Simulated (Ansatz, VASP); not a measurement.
RbHg: VASP beside Ansatz

File INCAR:

```
ALGO = Fast
EDIFF = 1E-6
EDIFFG = -0.01
ENCUT = 600
GGA = PE
IBRION = 2
ISIF = 3
ISMEAR = 0
LASPH = True
LCHARG = False
LREAL = False
LWAVE = False
NELM = 80
NSW = 100
PREC = Accurate
SIGMA = 0.1
```

The input KPOINTS:

```
k-points
0
Gamma
  12 12 8
```

The input POSCAR:

```
RbHg
1.0
    4.4855326596      0.0000000000      0.0000000000
   -2.2427663298      3.8845852327      0.0000000000
    0.0000000000      0.0000000000      7.5512536853
Rb Hg
1 1
Direct
    0.0000000000      0.0000000000      0.5000000000
    0.0000000000      0.0000000000      0.0000000000
```

Input for Ansatz:

```yaml
crystal:
  lattice:
    - [4.4855326596, 0.0, 0.0]
    - [-2.2427663298, 3.8845852327, 0.0]
    - [0.0, 0.0, 7.5512536853]
  atoms:
    - { symbol: Rb, position: [0.0, 0.0, 0.5] }
    - { symbol: Hg, position: [0.0, 0.0, 0.0] }
basis:
  ecutwfc: 420
kpoints:
  mp_grid: { grid: [12, 12, 8] }
hamiltonian:
  xc: pbe
scf:
  occupations: { method: gaussian, width: 0.1 }
output:
  forces: true
  stress: true
  eigenvalues: true
relax:
  adjacent_minimum: "off"
  f_tol: 0.01
  max_steps: 80
  cell: { stress_tol: 0.05 }
```

Alike in both runs: task relaxation of cell and atoms; functional PBE; k mesh 12 × 12 × 8; occupations gaussian, width 0.1 eV; no spin polarisation.

```csv
,VASP,Ansatz
version,VASP 6.6.1,Ansatz 0.2.0
potentials or method,"VASP PAW PBE potentials, release 64 (Rb_sv, Hg), cutoff 600 eV","scalar-relativistic, plane waves, PAW"
valence electrons in the cell,21,29
```

```csv
,VASP,Ansatz,Ansatz less VASP
"gap on the k mesh at the Fermi level, each at its own relaxed structure (eV)",none,none,-
relaxed volume (Å³/atom),70.58,70.99,+0.409
relaxed cell length with the largest relative difference (Å),4.617,4.631,+0.0135
```

A gap of «none» marks a metal or a gap that the smearing closes. VASP's potentials hold 21 valence electrons a cell and Ansatz's 29, so a difference there can come from the potentials and not from the codes.

Neither program's run includes spin-orbit coupling.
